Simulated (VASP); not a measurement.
Wanted: the native input for a VASP 6.6.1 run.

```yaml
Task: single point
Functional: PBE
Potentials_or_basis: VASP PAW PBE potentials, release 64 (P)
Cutoff: 520 eV
k_mesh: 18 × 18 × 18
Occupations: fermi-dirac, width 0.1 eV
Spin: no spin polarisation
Dipole_correction: no
Further_INCAR_settings: ALGO = Normal; EDIFF = 1e-07; NBANDS = 12
```

The structure of P lies in POSCAR:

```
P
1.0
   -2.2201846605      2.2201846605      1.1604790518
    2.2201846605     -2.2201846605      1.1604790518
    2.2201846605      2.2201846605     -1.1604790518
P
2
Direct
   -0.3750000000     -0.1250000000     -0.2500000000
    0.3750000000      0.1250000000      0.2500000000
```

The input as run:

INCAR

```
SYSTEM = P
ALGO = Normal
EDIFF = 1E-7
ENCUT = 520
GGA = PE
ISIF = 2
ISMEAR = -1
LASPH = .TRUE.
LCHARG = .TRUE.
LELF = .TRUE.
LREAL = .FALSE.
LVHAR = .TRUE.
LWAVE = .FALSE.
NBANDS = 12
NELM = 80
PREC = Accurate
SIGMA = 0.1
```

KPOINTS

```
k-points
0
G
  18 18 18
  0 0 0
```

Potentials or basis: VASP PAW PBE potentials, release 64 (P).

Run with:

```bash
$ cat potpaw_PBE.64/P/POTCAR > POTCAR
$ mpirun -np 1 vasp_std > vasp.out
```

It gave:

The pressure is 40.0 GPa. The band gap on the k mesh is zero (bands 5 and 6 overlap by 7.62 eV).

Caveat: the cell stands under pressure.

Run time: 3.6 min on 1 thread of Intel Xeon 8259CL, with other jobs on the host, peak memory 0.23 GiB.
